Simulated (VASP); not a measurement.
Crystal: BeS.

```
S Be
1.0
     0.00000    2.37550    2.37550
     2.37550    0.00000    2.37550
     2.37550    2.37550    0.00000
S Be
1 1
Cartesian
  3.5632 3.5632 3.5632
  0.0000 0.0000 0.0000
```

Base run:

```yaml
Program: VASP 6.6.1
Functional: HSE06
Potentials_or_basis: VASP PAW PBE potentials, release 64 (S, Be)
Cutoff: 520 eV
k_mesh: 6 × 6 × 6
Occupations: fermi-dirac, width 0.05 eV
Spin: no spin polarisation
```

Its results: band gap on the k mesh 3.90 eV, indirect (least direct gap 6.83 eV); pressure 6.9 GPa.

Problem. The run is repeated on the same cell with these changes: functional from HSE06 to PBE0. What comes out?

Solution. Band gap on the k mesh 4.63 eV, indirect (least direct gap 7.58 eV); pressure 6.9 GPa.

Caveats: the PAW data sets were made with another functional, which shifts forces and pressure a little.

A k mesh can miss the band edges.
